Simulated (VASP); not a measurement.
**LiO3 (ReO3 type): single point with PBE**

The system is LiO3 (ReO3 type).

```
Li O
1.0
     3.58476    0.00000    0.00000
     0.00000    3.58476    0.00000
     0.00000    0.00000    3.58476
Li O
1 3
Direct
  0.00000 0.00000 0.00000
  0.50000 0.00000 0.00000
  0.00000 0.50000 0.00000
  0.00000 0.00000 0.50000
```

| Quantity | Value |
| --- | --- |
| Program | VASP 6.6.1 |
| Task | single point |
| Functional | PBE |
| Potentials or basis | VASP PAW PBE potentials, release 64 (Li_sv, O) |
| Cutoff | 520 eV |
| k mesh | 15 × 15 × 15 |
| Occupations | fermi-dirac, width 0.0612256 eV |
| Spin | no spin polarisation |

```
Band gap on the k mesh : zero (an odd number of electrons rules out a gap without spin polarisation)
```

Levels at points of the mesh, in eV from the Fermi level:
```
           k point  band 9  band 10  band 11  band 12  band 13  band 14
(0.00, 0.00, 0.00)   -0.22    -0.22     0.42     0.42     0.42     9.53
```

Run time: 110 s on 1 thread of Intel Xeon 8259CL (shared host), peak memory 0.2 GiB.

Caveat: an odd number of electrons without spin polarisation forces a metal; a magnetic or distorted state may lie lower.
